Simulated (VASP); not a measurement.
Set up this calculation in VASP 6.6.1, as the native input.

| Item | Value |
| --- | --- |
| Task | single point |
| Functional | PBE |
| Potentials or basis | VASP PAW PBE potentials, release 64 (Pd, Pt) |
| Cutoff | 520 eV |
| k mesh | 6 × 6 × 6 |
| Occupations | gaussian, width 0.1 eV |
| Spin | no spin polarisation |
| Dipole correction | no |
| Further INCAR settings | ALGO = Fast; EDIFF = 1e-06; NBANDS = 22 |

The structure of Pd2Pt lies in POSCAR:

```
Pd2Pt
1.0
    0.0000000000      3.0325261220      3.0325261220
    3.0325261220      0.0000000000      3.0325261220
    3.0325261220      3.0325261220      0.0000000000
Pd Pt
2 1
Direct
    0.2500000000      0.2500000000      0.2500000000
    0.7500000000      0.7500000000      0.7500000000
    0.0000000000      0.0000000000      0.0000000000
```

The input as run:

INCAR

```
SYSTEM = Pd2Pt
ALGO = Fast
EDIFF = 1E-6
ENCUT = 520
GGA = PE
ISIF = 2
ISMEAR = 0
LASPH = .True.
LCHARG = .False.
LREAL = .False.
LWAVE = .False.
NBANDS = 22
NELM = 60
PREC = Accurate
SIGMA = 0.1
```

KPOINTS

```
k-points
0
Gamma
  6 6 6
  0 0 0
```

Potentials or basis: VASP PAW PBE potentials, release 64 (Pd, Pt).

Run with:

```console
$ cat potpaw_PBE.64/Pd/POTCAR potpaw_PBE.64/Pt/POTCAR > POTCAR
$ mpirun -np 1 vasp_std > vasp.out
```

Results of the run:

```
Pressure               : -0.3 GPa
Band gap on the k mesh : zero (band 15 reaches 7.47 eV, above the bottom of band 16 at 6.58 eV)
```

Caveat: spin-orbit coupling is left out, which moves the levels of the heavy elements.

Run time: 16 s on 1 thread of Intel(R) Xeon(R) 6975P-C (Granite Rapids), with other jobs on the host, peak memory 0.17 GiB.
